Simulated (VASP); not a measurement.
Set up this calculation in VASP 6.6.1, as the native input.

| Property | Result |
| --- | --- |
| Task | single point |
| Functional | PBE |
| Potentials or basis | VASP PAW PBE potentials, release 64 (As, Pt) |
| Cutoff | 520 eV |
| k mesh | 18 × 18 × 16 |
| Occupations | gaussian, width 0.1 eV |
| Spin | no spin polarisation |
| Dipole correction | no |
| Further INCAR settings | ALGO = Normal; EDIFF = 1e-06; NBANDS = 14 |

The structure of AsPt lies in POSCAR:

```
AsPt
1.0
    3.2194844452      0.0000000000      0.0000000000
    0.0000000000      3.2194844452      0.0000000000
    0.0000000000      0.0000000000      3.2271825931
As Pt
1 1
Direct
    0.0000000000      0.0000000000      0.0000000000
    0.5000000000      0.5000000000      0.5000000000
```

The cell was generated, and may not be a known phase.

The input as run:

INCAR

```
SYSTEM = AsPt
ALGO = Normal
EDIFF = 1E-6
ENCUT = 520
GGA = PE
ISIF = 2
ISMEAR = 0
LASPH = .TRUE.
LCHARG = .TRUE.
LELF = .TRUE.
LREAL = .FALSE.
LVHAR = .TRUE.
LWAVE = .FALSE.
NBANDS = 14
NELM = 100
PREC = Accurate
SIGMA = 0.1
```

KPOINTS

```
k-points
0
G
  18 18 16
  0 0 0
```

Potentials or basis: VASP PAW PBE potentials, release 64 (As, Pt).

Launch:

```sh
$ cat potpaw_PBE.64/As/POTCAR potpaw_PBE.64/Pt/POTCAR > POTCAR
$ mpirun -np 1 vasp_std > vasp.out
```

It gave:

* Pressure: 0.0 GPa
* Band gap on the k mesh: zero (an odd number of electrons rules out a gap without spin polarisation)

Caveat: spin-orbit coupling is left out, which moves the levels of the heavy elements; an odd number of electrons without spin polarisation forces a metal; a magnetic or distorted state may lie lower.

Run time: 2.5 min on 1 thread of Intel(R) Xeon(R) Platinum 8259CL CPU @ 2.50GHz (Skylake/Cascade Lake), on a shared host, peak memory 0.35 GiB.
